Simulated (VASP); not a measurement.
# WSe2 (P6_3/mmc) in VASP: further runs, part 2 of 2

VASP 6.6.1. The steps go on from the part before.

### 3 Single point, PBE (equal xx and yy strain of +1 %)

File INCAR:

```
PREC = Accurate
ENCUT = 500
EDIFF = 1E-6
ISMEAR = -1
SIGMA = 0.08
LREAL = F
LASPH = T
NELM = 120
ALGO = Normal
ISIF = 2
LWAVE = F
LCHARG = T
GGA = PE
LELF = T
LVHAR = T
NBANDS = 35
GGA_COMPAT = F
```

File KPOINTS:

```
Automatic mesh
0
Gamma
  11 11 3
```

File POSCAR:

```
WSe2
1.0
    3.3228984350      0.0000000000      0.0000000000
   -1.6614492174      2.8777144589      0.0000000000
    0.0000000000      0.0000000000     12.9700000000
W Se
2 4
Direct
    0.3333333333      0.6666666667      0.2500000000
    0.6666666667      0.3333333333      0.7500000000
    0.3333333333      0.6666666667      0.6210000000
    0.6666666667      0.3333333333      0.1210000000
    0.3333333333      0.6666666667      0.8790000000
    0.6666666667      0.3333333333      0.3790000000
```

Potentials or basis: VASP PAW PBE potentials, release 64 (W_sv, Se).

Run with:

```sh
> cat potpaw_PBE.64/W_sv/POTCAR potpaw_PBE.64/Se/POTCAR > POTCAR
> mpirun -np 1 vasp_std > vasp.out
```

OUTCAR:

```text
PREC = Accurate
   ENCUT = 500
   EDIFF = 1E-6
   ISMEAR = -1
   LREAL = F
   LASPH = T
   NELM = 120
   ISIF = 2
   GGA = PE

 ion  position               nearest neighbor table
   1  0.333  0.667  0.250-   4 2.55   6 2.55   4 2.55   6 2.55   4 2.55   6 2.55
   2  0.667  0.333  0.750-   3 2.55   5 2.55   3 2.55   5 2.55   3 2.55   5 2.55
   3  0.333  0.667  0.621-   2 2.55   2 2.55   2 2.55
   4  0.667  0.333  0.121-   1 2.55   1 2.55   1 2.55
   5  0.333  0.667  0.879-   2 2.55   2 2.55   2 2.55
   6  0.667  0.333  0.379-   1 2.55   1 2.55   1 2.55

  LATTYP: Found a hexagonal cell.
 ALAT       =     3.3228984350
 C/A-ratio  =     3.9032189077

  Lattice vectors:

 A1 = (   3.3228984350,   0.0000000000,   0.0000000000)
 A2 = (  -1.6614492174,   2.8777144589,   0.0000000000)
 A3 = (   0.0000000000,   0.0000000000,  12.9700000000)

Analysis of symmetry for initial positions (statically):
=====================================================================
 Subroutine PRICEL returns:
 Original cell was already a primitive cell.

 Routine SETGRP: Setting up the symmetry group for a
 hexagonal supercell.

 Subroutine GETGRP returns: Found 24 space group operations
 (whereof 12 operations were pure point group operations)
 out of a pool of 24 trial point group operations.

The static configuration has the point symmetry D_3d.
 The point group associated with its full space group is D_6h.

Analysis of symmetry for dynamics (positions and initial velocities):
=====================================================================
 Subroutine PRICEL returns:
 Original cell was already a primitive cell.

 Routine SETGRP: Setting up the symmetry group for a
 hexagonal supercell.

 Subroutine GETGRP returns: Found 24 space group operations
 (whereof 12 operations were pure point group operations)
 out of a pool of 24 trial point group operations.

The dynamic configuration has the point symmetry D_3d.
 The point group associated with its full space group is D_6h.

 Subroutine INISYM returns: Found 24 space group operations
 (whereof 12 operations are pure point group operations),
 and found     1 'primitive' translations

----------------------------------------------------------------------------------------

                                     Primitive cell

  volume of cell :     124.0237

  direct lattice vectors                    reciprocal lattice vectors
     3.322898435  0.000000000  0.000000000     0.300942090  0.173748997  0.000000000
    -1.661449217  2.877714459  0.000000000     0.000000000  0.347497993  0.000000000
     0.000000000  0.000000000 12.970000000     0.000000000  0.000000000  0.077101002

  length of vectors
     3.322898435  3.322898435 12.970000000     0.347497993  0.347497993  0.077101002

  position of ions in fractional coordinates (direct lattice)
     0.333333333  0.666666667  0.250000000
     0.666666667  0.333333333  0.750000000
     0.333333333  0.666666667  0.621000000
     0.666666667  0.333333333  0.121000000
     0.333333333  0.666666667  0.879000000
     0.666666667  0.333333333  0.379000000

[... 31 lines left out ...]
 ===========================================

 Found     32 irreducible k-points:

 Following reciprocal coordinates:
            Coordinates               Weight
  0.000000  0.000000  0.000000      1.000000
  0.090909 -0.000000  0.000000      6.000000
  0.181818 -0.000000  0.000000      6.000000
  0.272727 -0.000000  0.000000      6.000000
  0.363636 -0.000000  0.000000      6.000000
  0.454545 -0.000000  0.000000      6.000000
[... 16 lines left out ...]
  0.090909  0.090909  0.333333     12.000000
  0.181818  0.090909  0.333333     24.000000
 [... further k-points ...]
   k-points           NKPTS =     32   k-points in BZ     NKDIM =     32   number of bands    NBANDS=     35
   number of dos      NEDOS =    301   number of ions     NIONS =      6
   total plane-waves  NPLWV =  55296
   dimension x,y,z NGX =    24 NGY =   24 NGZ =   96
   dimension x,y,z NGXF=    48 NGYF=   48 NGZF=  192
   ions per type =               2   4
   NGX,Y,Z   is equivalent  to a cutoff of  12.01, 12.01, 12.31 a.u.
   NGXF,Y,Z  is equivalent  to a cutoff of  24.01, 24.01, 24.61 a.u.
 SYSTEM =  unknown system
   PREC   = accura    normal or accurate (medium, high low for compatibility)
   ISTART =      0    job   : 0-new  1-cont  2-samecut
   ICHARG =      2    charge: 1-file 2-atom 10-const
   ISPIN  =      1    spin polarized calculation?
   LNONCOLLINEAR =      F non collinear calculations
   LSORBIT =      F    spin-orbit coupling
   LASPH  =      T    aspherical Exc in radial PAW
   ENCUT  =  500.0 eV  36.75 Ry    6.06 a.u.   6.06  6.06 23.65*2*pi/ulx,y,z
   NELM   =    120;   NELMIN=  2; NELMDL= -5     # of ELM steps
   EDIFF  = 0.1E-05   stopping-criterion for ELM
   LREAL  =      F    real-space projection
   EDIFFG = 0.1E-04   stopping-criterion for IOM
   NSW    =      0    number of steps for IOM
   IBRION =     -1    ionic relax: 0-MD 1-quasi-New 2-CG
   NFREE  =      0    steps in history (QN), initial steepest desc. (CG)
   ISIF   =      2    stress and relaxation
   ISYM   =      2    0-nonsym 1-usesym 2-fastsym
   POTIM  = 0.5000    time-step for ionic-motion
   TEBEG  =    0.0;   TEEND  =   0.0 temperature during run
   PSTRESS=    0.0 pullay stress
   NELECT =      52.0000    total number of electrons
   NUPDOWN=      -1.0000    fix difference up-down
   EMIN   =  10.00;   EMAX   =-10.00  energy-range for DOS
   EFERMI =   0.00;   METHOD = LEGACY
   ISMEAR =    -1;   SIGMA  =   0.08  broadening in eV -4-tet -1-fermi 0-gaus
   EFERMI_NEDOS =   21; number of points for ismear=-14 and -15
   IALGO  =     38    algorithm
   IMIX   =      4    mixing-type and parameters
     AMIX     =   0.40;   BMIX     =  1.00
     AMIX_MAG =   1.60;   BMIX_MAG =  1.00
  volume/ion in A,a.u.               =      20.67       139.49
  Fermi-wavevector in a.u.,A,eV,Ry     =   1.225296  2.315474 20.427112  1.501350
  Thomas-Fermi vector in A             =   2.360339
   LORBIT       =      0    0 simple, 1 ext, 2 COOP (PROOUT), +10 PAW based schemes
   GGA     = PE    functional components
   LHFCALC =     F    Hartree Fock is set to
   AEXX    =    0.0000 exact exchange contribution
   IVDW    =     0    specifies the selected vdW correction
   LEPSILON=     F    determine dielectric tensor
   LRPA    =     F    only Hartree local field effects (RPA)
 non-spin polarized calculation
  energy-cutoff  :      500.00
  volume of cell :      124.02
 maximum number of plane-waves:      3188
   NGX = 13   NGY = 13   NGZ = 47

 number of electron      51.9999996 magnetization

 Free energy of the ion-electron system (eV)
  ---------------------------------------------------
  ext. energy  EPLUGINS =         0.00000000
  ---------------------------------------------------
  free energy    TOTEN  =       -43.16169122 eV

  energy without entropy =      -43.16158191  energy(sigma->0) =      -43.16163656

 E-fermi :   6.5116     XC(G=0): -10.6593

 val. band max:        6.0910673548   @ k =   0.0000   0.0000   0.0000
 cond. band min:       7.0288838290   @ k =   0.1818   0.1818   0.0000
 fundamental gap:      0.9378164742
 Fermi energy:         6.5115589527

 k-point     1 :       0.0000    0.0000    0.0000
  band No.  band energies     occupation
      1     -68.3224      2.00000
      2     -68.3224      2.00000
      3     -32.5416      2.00000
      4     -32.5416      2.00000
      5     -32.4446      2.00000
      6     -32.4446      2.00000
[... 901 lines left out ...]
     34       9.7993      0.00000
     35      12.6606      0.00000

 [... further k-points ...]

------------------------ aborting loop because EDIFF is reached ----------------------------------------

  FORCE on cell =-STRESS in cart. coord.  units (eV):
  Direction    XX          YY          ZZ          XY          YZ          ZX
  --------------------------------------------------------------------------------------
  -------------------------------------------------------------------------------------
  Total        0.5089375      0.5089375      2.1177191      0.0000000      0.0000000      0.0000000
  in kB        6.5746147      6.5746147     27.3573603      0.0000000      0.0000000      0.0000000
  external PRESSURE =      13.5021966 kB  Pullay stress =       0.0000000 kB

 VOLUME and BASIS-vectors are now :
 -----------------------------------------------------------------------------
  energy-cutoff  :      500.00
  volume of cell :      124.02
      direct lattice vectors                 reciprocal lattice vectors
     3.322898435  0.000000000  0.000000000     0.300942090  0.173748997  0.000000000
    -1.661449217  2.877714459  0.000000000     0.000000000  0.347497993  0.000000000
     0.000000000  0.000000000 12.970000000     0.000000000  0.000000000  0.077101002

 POSITION                                       TOTAL-FORCE (eV/Angst)
 -----------------------------------------------------------------------------------
     -0.00000      1.91848      3.24250        -0.000000      0.000000      0.000000
      1.66145      0.95924      9.72750         0.000000     -0.000000      0.000000
     -0.00000      1.91848      8.05437        -0.000000     -0.000000     -0.004277
      1.66145      0.95924      1.56937         0.000000     -0.000000     -0.004277
     -0.00000      1.91848     11.40063        -0.000000      0.000000      0.004277
      1.66145      0.95924      4.91563         0.000000      0.000000      0.004277
 -----------------------------------------------------------------------------------
    total drift:                               -0.000000      0.000000     -0.000000

  FREE ENERGIE OF THE ION-ELECTRON SYSTEM (eV)
  ---------------------------------------------------
  free  energy   TOTEN  =       -43.1616912165 eV

  energy  without entropy=      -43.1615819090  energy(sigma->0) =      -43.16163656
```

OSZICAR:

```text
N       E                     dE             d eps       ncg     rms          rms(c)
DAV:   1     0.489051805631E+03    0.48905E+03   -0.27492E+04  2480   0.141E+03
DAV:   2    -0.146938138983E+02   -0.50375E+03   -0.48658E+03  2654   0.382E+02
DAV:   3    -0.445272880794E+02   -0.29833E+02   -0.29339E+02  2777   0.884E+01
DAV:   4    -0.451467435474E+02   -0.61946E+00   -0.61634E+00  2681   0.131E+01
DAV:   5    -0.451547142843E+02   -0.79707E-02   -0.79634E-02  2706   0.163E+00    0.287E+01
DAV:   6    -0.435734183739E+02    0.15813E+01   -0.63916E+00  2516   0.166E+01    0.100E+01
DAV:   7    -0.433413631678E+02    0.23206E+00   -0.29036E+00  2348   0.834E+00    0.559E+00
DAV:   8    -0.431603640528E+02    0.18100E+00   -0.37706E-01  2485   0.426E+00    0.127E+00
DAV:   9    -0.431633344518E+02   -0.29704E-02   -0.62412E-02  2634   0.120E+00    0.877E-01
DAV:  10    -0.431617418399E+02    0.15926E-02   -0.13635E-02  2467   0.789E-01    0.156E-01
DAV:  11    -0.431617396579E+02    0.21819E-05   -0.18226E-03  2442   0.278E-01    0.179E-01
DAV:  12    -0.431616895719E+02    0.50086E-04   -0.72324E-05  2599   0.531E-02    0.112E-01
DAV:  13    -0.431616899928E+02   -0.42093E-06   -0.80430E-05  2447   0.533E-02    0.798E-03
DAV:  14    -0.431616912266E+02   -0.12339E-05   -0.58736E-06  2476   0.123E-02    0.809E-03
DAV:  15    -0.431616912165E+02    0.10162E-07   -0.58702E-07  1508   0.470E-03
   1 F= -.43161691E+02 E0= -.43161637E+02  d E =-.109307E-03
```

Run time: 3.1 min. Hardware: 1 thread of Intel Xeon 8259CL, shared host; peak memory 0.29 GiB.

Results:

```
Free energy            : -43.1617 eV
Pressure               : 1.4 GPa
Largest force          : 0.004 eV/Å
Band gap on the k mesh : 0.94 eV (least direct gap 1.65 eV)
```

Forces on the atoms (eV/Å):
```
W    0.000  0.000  0.000
W    0.000  0.000  0.000
Se   0.000  0.000 -0.004
Se   0.000  0.000 -0.004
Se   0.000  0.000  0.004
Se   0.000  0.000  0.004
```

Caveat: the cell differs from its parent crystal (equal xx and yy strain of +1 %); spin-orbit coupling is left out, which moves the levels of the heavy elements; this functional lacks dispersion, which binds layers or chains, so the pressure and a relaxed spacing across them are unreliable. A k mesh can miss the band edges.
